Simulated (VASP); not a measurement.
**AlN: single point with r2SCAN**

AlN:

```
CELL_PARAMETERS angstrom
0.00000 2.08538 2.13624
2.08538 0.00000 2.13624
2.08538 2.08538 0.00000
ATOMIC_POSITIONS crystal
Al 0.50000 0.50000 0.50000
N 0.00000 0.00000 0.00000
```

This cell differs from its parent crystal: strain +0.025 along x and y, +0.050 along z.

```json
{"Program": "VASP 6.6.1", "Task": "single point", "Functional": "r2SCAN", "Potentials or basis": "VASP PAW PBE potentials, release 64 (Al, N)", "Cutoff": "520 eV", "k mesh": "10 × 10 × 10", "Occupations": "gaussian, width 0.05 eV", "Spin": "no spin polarisation"}
```

The pressure is -26.8 GPa. The band gap on the k mesh is 4.18 eV (least direct gap 4.73 eV).

Stress tensor (GPa, compression positive):
```
-26.01   0.00   0.00
  0.00 -26.01   0.00
  0.00   0.00 -28.44
```

Levels at points of the mesh, in eV from the valence-band top:
| k point | band 1 | band 2 | band 3 | band 4 | band 5 | band 6 | band 7 | band 8 | band 9 |
| --- | --- | --- | --- | --- | --- | --- | --- | --- | --- |
| (0.00, 0.00, 0.00) | -17.49 | -0.18 | -0.18 | 0.00 | 4.73 | 12.19 | 12.50 | 12.50 | 17.20 |
| (0.50, 0.00, 0.00) | -14.70 | -7.83 | -1.11 | -1.03 | 6.03 | 10.60 | 11.08 | 12.69 | 16.11 |
| (0.50, 0.50, 0.00) | -14.01 | -6.94 | -2.61 | -2.61 | 4.38 | 6.17 | 13.59 | 16.89 | 16.89 |
| (0.50, 0.00, 0.50) | -13.83 | -6.86 | -2.92 | -2.61 | 4.18 | 5.96 | 13.91 | 16.25 | 17.01 |

It took 64 s on 1 thread of Intel Xeon 8259CL (shared host), peak memory 0.15 GiB.

Caveat: the cell differs from its parent crystal (strain +0.025 along x and y, +0.050 along z); the cell stands under tension; the PAW data sets were made with another functional, which shifts forces and pressure a little. A k mesh can miss the band edges.
